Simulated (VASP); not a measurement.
# InAs (Immm) in VASP: single point with r2SCAN

Aim: the single point of InAs with r2SCAN.

All numbers are computed with VASP 6.6.1; they aren't measurements. Logs are shortened: lines on timing, memory, paths and dates and some standing lists are left out, and cuts for length are marked.

### Step 1. The cell of the first run

Symmetry: Immm, No. 71, orthorhombic system. The conventional cell has a = 4.018 Å, b = 4.120 Å, c = 5.755 Å, α = 90.00°, β = 90.00°, γ = 90.00°. Within 3.8 Å of In (site symmetry mmm) lie 6 As at 2.88 Å. As (site symmetry mmm) has 6 In at 2.88 Å within 3.8 Å.

### Step 2. Single point, r2SCAN (strain +0.0250 x Voigt [0, 0, 0, 0, 1, 0])

Contents of POSCAR:

```
InAs
1.0
    0.0359663000      2.8773040000      2.8773040000
    2.9132703000      0.0000000000      2.9132703000
    2.8773040000      2.8773040000      0.0359663000
In As
1 1
Direct
    0.5000000000      0.5000000000      0.5000000000
    0.0000000000      0.0000000000      0.0000000000
```

Contents of INCAR.step1:

```
PREC = Accurate
ENCUT = 520
ISMEAR = 0
SIGMA = 0.15
LREAL = False
LASPH = True
NELM = 100
NBANDS = 16
GGA = PE
ALGO = Normal
EDIFF = 1E-4
LWAVE = True
LCHARG = False
```

Contents of INCAR.step2:

```
PREC = Accurate
ENCUT = 520
EDIFF = 1E-6
ISMEAR = 0
SIGMA = 0.15
LREAL = False
LASPH = True
NELM = 100
ALGO = Normal
ISIF = 2
LWAVE = False
LCHARG = False
METAGGA = R2SCAN
LMIXTAU = True
NBANDS = 16
ISTART = 1
```

Contents of KPOINTS:

```
Automatic mesh
0
Gamma
  14 14 14
```

Potentials or basis: VASP PAW PBE potentials, release 64 (In_d, As).

Started as:

```console
$ cat potpaw_PBE.64/In_d/POTCAR potpaw_PBE.64/As/POTCAR > POTCAR
$ cp INCAR.step1 INCAR
$ mpirun -np 1 vasp_std > vasp.out
$ cp INCAR.step2 INCAR
$ mpirun -np 1 vasp_std > vasp.out
```

OUTCAR:

```text
PREC = Accurate
   ENCUT = 520
   EDIFF = 1E-6
   ISMEAR = 0
   LREAL = False
   LASPH = True
   NELM = 100
   ISIF = 2
   METAGGA = R2SCAN
   ISTART = 1

 ion  position               nearest neighbor table
   1  0.500  0.500  0.500-   2 2.88   2 2.88   2 2.88   2 2.88   2 2.88   2 2.88
   2  0.000  0.000  0.000-   1 2.88   1 2.88   1 2.88   1 2.88   1 2.88   1 2.88

  LATTYP: Found a body centered orthorhombic cell.
 ALAT       =     4.0182583106
 B/A-ratio  =     1.0253164557
 C/A-ratio  =     1.4321149999

  Lattice vectors:

 A1 = (   0.0359663000,  -2.8773040000,   2.8773040000)
 A2 = (  -0.0359663000,  -2.8773040000,  -2.8773040000)
 A3 = (   2.8773040000,   2.8773040000,   0.0359663000)

Analysis of symmetry for initial positions (statically):
=====================================================================
 Subroutine PRICEL returns:
 Original cell was already a primitive cell.

 Routine SETGRP: Setting up the symmetry group for a
 body centered orthorhombic supercell.

 Subroutine GETGRP returns: Found  8 space group operations
 (whereof  8 operations were pure point group operations)
 out of a pool of  8 trial point group operations.

The static configuration has the point symmetry D_2h.

Analysis of symmetry for dynamics (positions and initial velocities):
=====================================================================
 Subroutine PRICEL returns:
 Original cell was already a primitive cell.

 Routine SETGRP: Setting up the symmetry group for a
 body centered orthorhombic supercell.

 Subroutine GETGRP returns: Found  8 space group operations
 (whereof  8 operations were pure point group operations)
 out of a pool of  8 trial point group operations.

The dynamic configuration has the point symmetry D_2h.

 Subroutine INISYM returns: Found  8 space group operations
 (whereof  8 operations are pure point group operations),
 and found     1 'primitive' translations

----------------------------------------------------------------------------------------

                                     Primitive cell

  volume of cell :      47.6343

  direct lattice vectors                    reciprocal lattice vectors
     0.035966300  2.877304000  2.877304000    -0.175973451  0.173773783  0.175973451
     2.913270300  0.000000000  2.913270300     0.171628427 -0.173773783  0.171628427
[... 78 lines left out ...]
   ICHARG =      0    charge: 1-file 2-atom 10-const
   ISPIN  =      1    spin polarized calculation?
   LNONCOLLINEAR =      F non collinear calculations
   LSORBIT =      F    spin-orbit coupling
   LASPH  =      T    aspherical Exc in radial PAW
   ENCUT  =  520.0 eV  38.22 Ry    6.18 a.u.   7.57  7.66  7.57*2*pi/ulx,y,z
   NELM   =    100;   NELMIN=  2; NELMDL=  0     # of ELM steps
   EDIFF  = 0.1E-05   stopping-criterion for ELM
   LREAL  =      F    real-space projection
   EDIFFG = 0.1E-04   stopping-criterion for IOM
   NSW    =      0    number of steps for IOM
   IBRION =     -1    ionic relax: 0-MD 1-quasi-New 2-CG
   NFREE  =      0    steps in history (QN), initial steepest desc. (CG)
   ISIF   =      2    stress and relaxation
   ISYM   =      2    0-nonsym 1-usesym 2-fastsym
   POTIM  = 0.5000    time-step for ionic-motion
   TEBEG  =    0.0;   TEEND  =   0.0 temperature during run
   PSTRESS=    0.0 pullay stress
   NELECT =      18.0000    total number of electrons
   NUPDOWN=      -1.0000    fix difference up-down
   EMIN   =  10.00;   EMAX   =-10.00  energy-range for DOS
   EFERMI =   0.00;   METHOD = LEGACY
   ISMEAR =     0;   SIGMA  =   0.15  broadening in eV -4-tet -1-fermi 0-gaus
   EFERMI_NEDOS =   21; number of points for ismear=-14 and -15
   IALGO  =     38    algorithm
   IMIX   =      4    mixing-type and parameters
     AMIX     =   0.40;   BMIX     =  1.00
     AMIX_MAG =   1.60;   BMIX_MAG =  1.00
  volume/ion in A,a.u.               =      23.82       160.73
  Fermi-wavevector in a.u.,A,eV,Ry     =   1.183566  2.236616 19.059434  1.400829
  Thomas-Fermi vector in A             =   2.319798
   LORBIT       =      0    0 simple, 1 ext, 2 COOP (PROOUT), +10 PAW based schemes
   METAGGA = R2SCAN    functional components
   LHFCALC =     F    Hartree Fock is set to
   AEXX    =    0.0000 exact exchange contribution
   IVDW    =     0    specifies the selected vdW correction
   LEPSILON=     F    determine dielectric tensor
   LRPA    =     F    only Hartree local field effects (RPA)
 non-spin polarized calculation
 Gauss-broadening in eV      SIGMA  =   0.15
  energy-cutoff  :      520.00
  volume of cell :       47.63
 maximum number of plane-waves:      1307
   NGX = 15   NGY = 15   NGZ = 15

 number of electron      17.9999997 magnetization

 Free energy of the ion-electron system (eV)
  ---------------------------------------------------
  ext. energy  EPLUGINS =         0.00000000
  ---------------------------------------------------
  free energy    TOTEN  =       -37.57249116 eV

  energy without entropy =      -37.55975509  energy(sigma->0) =      -37.56612313

 E-fermi :   5.7342     XC(G=0): -10.6726

 val. band max:        5.7289610621   @ k =   0.5000   0.0000   0.2857
 cond. band min:       5.7434218793   @ k =   0.1429  -0.2143   0.0714
 fundamental gap:      0.0144608172
 Fermi energy:         5.7341806061

 k-point     1 :       0.0000    0.0000    0.0000
  band No.  band energies     occupation
      1      -9.1282      2.00000
      2      -9.1275      2.00000
      3      -9.0949      2.00000
      4      -9.0949      2.00000
      5      -9.0945      2.00000
      6      -6.8142      2.00000
[... 433 lines left out ...]
      3      -9.0973      2.00000
      4      -9.0867      2.00000
      5      -9.0850      2.00000
      6      -6.6049      2.00000
[... 8 lines left out ...]
     15      14.6563      0.00000
     16      14.7236      0.00000

 [... further k-points ...]
[... 5 lines left out ...]
  --------------------------------------------------------------------------------------
  -------------------------------------------------------------------------------------
  Total       -0.6788881     -0.6899768     -0.6788881      0.0000000      0.0000000     -0.1664250
  in kB      -22.8343883    -23.2073572    -22.8343883      0.0000000      0.0000000     -5.5977021
  external PRESSURE =     -22.9587113 kB  Pullay stress =       0.0000000 kB

 VOLUME and BASIS-vectors are now :
 -----------------------------------------------------------------------------
  energy-cutoff  :      520.00
  volume of cell :       47.63
      direct lattice vectors                 reciprocal lattice vectors
     0.035966300  2.877304000  2.877304000    -0.175973451  0.173773783  0.175973451
     2.913270300  0.000000000  2.913270300     0.171628427 -0.173773783  0.171628427
     2.877304000  2.877304000  0.035966300     0.175973451  0.173773783 -0.175973451

 POSITION                                       TOTAL-FORCE (eV/Angst)
 -----------------------------------------------------------------------------------
      2.91327      2.87730      2.91327         0.000000     -0.000000      0.000000
      0.00000      0.00000      0.00000        -0.000000      0.000000     -0.000000
 -----------------------------------------------------------------------------------
    total drift:                                0.000000      0.000000      0.000000

  FREE ENERGIE OF THE ION-ELECTRON SYSTEM (eV)
  ---------------------------------------------------
  free  energy   TOTEN  =       -37.5724911644 eV

  energy  without entropy=      -37.5597550935  energy(sigma->0) =      -37.56612313
```

OSZICAR.step1:

```text
N       E                     dE             d eps       ncg     rms          rms(c)
DAV:   1     0.103062906813E+03    0.10306E+03   -0.88715E+03 13800   0.132E+03
DAV:   2    -0.130432783481E+01   -0.10437E+03   -0.10008E+03 15120   0.297E+02
DAV:   3    -0.737446042573E+01   -0.60701E+01   -0.59931E+01 17720   0.670E+01
DAV:   4    -0.749973557033E+01   -0.12528E+00   -0.12523E+00 16480   0.105E+01
DAV:   5    -0.750506140621E+01   -0.53258E-02   -0.53257E-02 19792   0.198E+00    0.366E+00
DAV:   6    -0.733506188152E+01    0.17000E+00   -0.29214E-01 19928   0.896E+00    0.193E+00
DAV:   7    -0.732675961413E+01    0.83023E-02   -0.57044E-02 20496   0.223E+00    0.613E-01
DAV:   8    -0.732690054439E+01   -0.14093E-03   -0.45476E-03 17616   0.853E-01    0.127E-01
DAV:   9    -0.732704769124E+01   -0.14715E-03   -0.43143E-04 18728   0.251E-01    0.769E-02
DAV:  10    -0.732704599199E+01    0.16993E-05   -0.19594E-05  8888   0.405E-02
   1 F= -.73270460E+01 E0= -.73205882E+01  d E =-.129156E-01
```

Wall time 19 min (1 thread of Intel Xeon Platinum 8259CL at 2.50GHz (Skylake/Cascade Lake), shared host); peak memory 0.45 GiB.

Results:

| Property | Result |
| --- | --- |
| Free energy | -37.5725 eV |
| Pressure | -2.3 GPa |
| Band gap on the k mesh | zero (band 9 reaches 6.18 eV, above the bottom of band 10 at 3.43 eV) |

Caveat: the cell differs from its parent crystal (strain +0.0250 x Voigt [0, 0, 0, 0, 1, 0]); the PAW data sets were made with another functional, which shifts forces and pressure a little; spin-orbit coupling is left out, which moves the levels of the heavy elements.
